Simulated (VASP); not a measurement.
A run of VASP 6.6.1 is set up as follows.

INCAR

```
SYSTEM = Ta2AlN2
PREC = Accurate
ENCUT = 600
EDIFF = 1E-6
ISMEAR = 0
SIGMA = 0.1
LREAL = .FALSE.
LASPH = .TRUE.
NELM = 100
ALGO = Normal
ISIF = 3
LWAVE = .FALSE.
LCHARG = .FALSE.
GGA = PE
IBRION = 2
NSW = 90
EDIFFG = -0.04
```

KPOINTS

```
regular mesh
0
G
  6 6 2
  0 0 0
```

Contents of POSCAR:

```
Ta2AlN2
1.0
    3.6095299700      0.0000000000      0.0000000000
   -1.8047649800      3.1259446500      0.0000000000
    0.0000000000      0.0000000000      7.6415798900
Ta Al N
2 1 2
Direct
    0.0000000000      0.0000000000      0.3227243100
    0.0000000000      0.0000000000      0.6772756900
    0.0000000000      0.0000000000      0.0000000000
    0.3333333300      0.6666666700      0.5000000000
    0.6666666700      0.3333333300      0.5000000000
```

Potentials or basis: VASP PAW PBE potentials, release 64 (Ta_pv, Al, N).

Launch:

```sh
$ cat potpaw_PBE.64/Ta_pv/POTCAR potpaw_PBE.64/Al/POTCAR potpaw_PBE.64/N/POTCAR > POTCAR
$ mpirun -np 1 vasp_std > vasp.out
```

(1) What does it give for the relaxed cell?

(2) What does it give for the band gap on the k mesh?

(3) Estimate the relaxed volume.

Answers

(1) a = 3.403 Å, b = 3.403 Å, c = 7.792 Å, α = 90.00°, β = 90.00°, γ = 120.00°.

(2) zero (an odd number of electrons rules out a gap without spin polarisation).

(3) 15.63 Å³/atom.

Caveat: the k points lie up to 0.40 Å⁻¹ apart in the final cell, too coarse for converged energies and pressures of a metal; spin-orbit coupling is left out, which moves the levels of the heavy elements.
